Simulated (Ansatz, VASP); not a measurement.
# Hf: VASP beside Ansatz

```xyz
2
Lattice="3.2029 0.0000 0.0000 -1.6015 2.7738 0.0000 0.0000 0.0000 5.0817" Properties=species:S:1:pos:R:3 pbc="T T T"
Hf    0.0000    1.8492    1.2704
Hf    1.6015    0.9246    3.8113
```

Alike in both runs: functional PBE; k mesh 12 × 12 × 8; occupations fermi-dirac, width 0.15 eV; no spin polarisation.

Ansatz relaxed the structure, and its values are those at the end. VASP's run is a single point on that final structure, the one shown.

```csv
,VASP,Ansatz
version,VASP 6.6.1,Ansatz 0.2.0
potentials or method,"VASP PAW PBE potentials, release 64 (Hf_pv), cutoff 520 eV","scalar-relativistic, plane waves, PAW"
valence electrons in the cell,20,52
```

|  | VASP | Ansatz | Ansatz less VASP |
| --- | --- | --- | --- |
| gap on the k mesh at the Fermi level (eV) | none | none | - |
| pressure (GPa) | -0.4 | 0.0 | +0.42 |

A gap of «none» marks a metal or a gap that the smearing closes. With one functional, cell and mesh, what is left measures potentials, basis and numerics. VASP's potentials hold 20 valence electrons a cell and Ansatz's 52, so a difference there can come from the potentials and not from the codes.

Spin-orbit coupling is off throughout.
